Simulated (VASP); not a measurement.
## Si: electric field gradients with PBE

Crystal: Si.

```
CELL_PARAMETERS angstrom
0.00000 2.74236 2.74236
2.74236 0.00000 2.74236
2.74236 2.74236 0.00000
ATOMIC_POSITIONS crystal
Si 0.50000 0.50000 0.50000
Si 0.75000 0.75000 0.75000
```

This cell differs from its parent crystal: volume scaled by 1.03.

```
Program                : VASP 6.6.1
Task                   : electric field gradients
Functional             : PBE
Potentials or basis    : VASP PAW PBE potentials, release 64 (Si)
Cutoff                 : 520 eV
k mesh                 : 11 × 11 × 11
Occupations            : fermi-dirac, width 0.08 eV
Spin                   : no spin polarisation
Dipole correction      : no
Further INCAR settings : ALGO = Normal; EDIFF = 1e-08; NBANDS = 11
```

```json
{
  "Pressure": "-0.8 GPa",
  "Band gap on the k mesh": "0.65 eV, indirect (least direct gap 2.55 eV)"
}
```

Levels at points of the mesh, in eV from the valence-band top:
```
           k point  band 2  band 3  band 4  band 5  band 6  band 7
(0.00, 0.00, 0.00)    0.00    0.00    0.00    2.55    2.55    2.55
```

Wall time 30 s on 1 thread of Intel(R) Xeon(R) 6975P-C (Granite Rapids) (shared host), peak memory 0.16 GiB.

Caveat: without QUAD_EFG the Cq values of the log hold for a quadrupole moment of 1 mb, not for the nuclei. A k mesh can miss the band edges.
